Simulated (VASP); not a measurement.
Runs of VASP 6.6.1 on WSe2. It takes space group R3m (No. 160, trigonal). Conventional cell: a = 3.302 Å, b = 3.302 Å, c = 19.739 Å, α = 90.00°, β = 90.00°, γ = 120.00°. W (site symmetry 3m) has 6 Se at 2.53 Å within 3.3 Å. Within 3.3 Å of Se (site symmetry 3m) lie 3 W at 2.53 Å. Se (site symmetry 3m) has 3 W at 2.53 Å within 3.3 Å. 

```csv
level,potentials or basis,k mesh,gap on the mesh (eV),pressure (GPa),largest force (eV/Å)
PBE,"VASP PAW PBE potentials, release 64 (W_sv, Se)",6 × 6 × 6,(b),3.6,0.33
PBE,"VASP PAW PBE potentials, release 64 (W_sv, Se)",4 × 4 × 4,1.38,3.3,0.27
r2SCAN,"VASP PAW PBE potentials, release 64 (W_sv, Se)",4 × 4 × 4,(c),1.3,(a)
LDA,"VASP PAW LDA potentials, release 64 (W_sv, Se)",4 × 4 × 4,1.32,-3.8,0.23
```

Alike in all rows: task single point; no spin polarisation; cell as given; cutoff (eV) 520; smearing gaussian 0.01 eV.

Q: Fill in the values left out.

A: (a) 0.05; (b) 1.08; (c) 1.51.

Caveats: some runs use coarse meshes; spin-orbit coupling is left out, which moves the levels of the heavy elements; the PAW data sets were made with another functional, which shifts forces and pressure a little (some runs).

A k mesh can miss the band edges, and the runs leave out spin-orbit coupling on Se, W.
